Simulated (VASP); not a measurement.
Set up this calculation in VASP 6.6.1, as the native input.

```
Task                   : single point
Functional             : PBE
Potentials or basis    : VASP PAW PBE potentials, release 64 (Ga_d, Fe_sv, N_h)
Cutoff                 : 1330 eV
k mesh                 : 8 × 8 × 6
Occupations            : gaussian, width 0.1 eV
Spin                   : no spin polarisation
Dipole correction      : no
Further INCAR settings : ALGO = Normal; EDIFF = 1e-06; NBANDS = 34
```

The structure of Ga2FeN2 lies in POSCAR:

```
Ga2FeN2
1.0
    4.7391868093      0.0000000000      0.0000000000
    0.0000000000      4.7391868093      0.0000000000
    0.0000000000      0.0000000000      4.8029907304
Ga Fe N
2 1 2
Direct
    0.0000000000      0.5000000000      0.5000000000
    0.5000000000      0.0000000000      0.5000000000
    0.0000000000      0.0000000000      0.5000000000
    0.0000000000      0.0000000000      0.8800874608
    0.0000000000      0.0000000000      0.1199125392
```

One way to write it, as run:

INCAR

```
SYSTEM = Ga2FeN2
ALGO     = Normal         ! electronic algorithm
EDIFF    = 1E-6           ! SCF threshold, eV
ENCUT    = 1330           ! plane-wave cutoff, eV
GGA      = PE             ! functional
GGA_COMPAT= .FALSE.      
ISIF     = 2              ! what is computed and relaxed
ISMEAR   = 0              ! smearing method
LASPH    = .TRUE.         ! aspherical terms in the spheres
LCHARG   = .TRUE.         ! write CHGCAR
LELF     = .TRUE.         ! ELF
LREAL    = .FALSE.        ! projectors in reciprocal space
LVHAR    = .TRUE.       
LWAVE    = .FALSE.        ! write WAVECAR
NBANDS   = 34             ! bands
NELM     = 120            ! most SCF steps
PREC     = Accurate       ! precision mode
SIGMA    = 0.1            ! smearing width, eV
```

KPOINTS

```
k-points
0
G
  8 8 6
  0 0 0
```

Potentials or basis: VASP PAW PBE potentials, release 64 (Ga_d, Fe_sv, N_h).

Command:

```sh
$ cat potpaw_PBE.64/Ga_d/POTCAR potpaw_PBE.64/Fe_sv/POTCAR potpaw_PBE.64/N_h/POTCAR > POTCAR
$ mpirun -np 1 vasp_std > vasp.out
```

Results of the run:

| Quantity | Value |
| --- | --- |
| Pressure | -1.7 GPa |
| Largest force | 0.091 eV/Å |
| Band gap on the k mesh | zero (bands 26 and 27 overlap by 1.30 eV) |

Caveat: the run has no spin polarisation, though such a crystal can be magnetic.

It took 15 min on 1 thread of Intel(R) Xeon(R) Platinum 8488C (Sapphire Rapids), with other jobs on the host, peak memory 1.1 GiB.
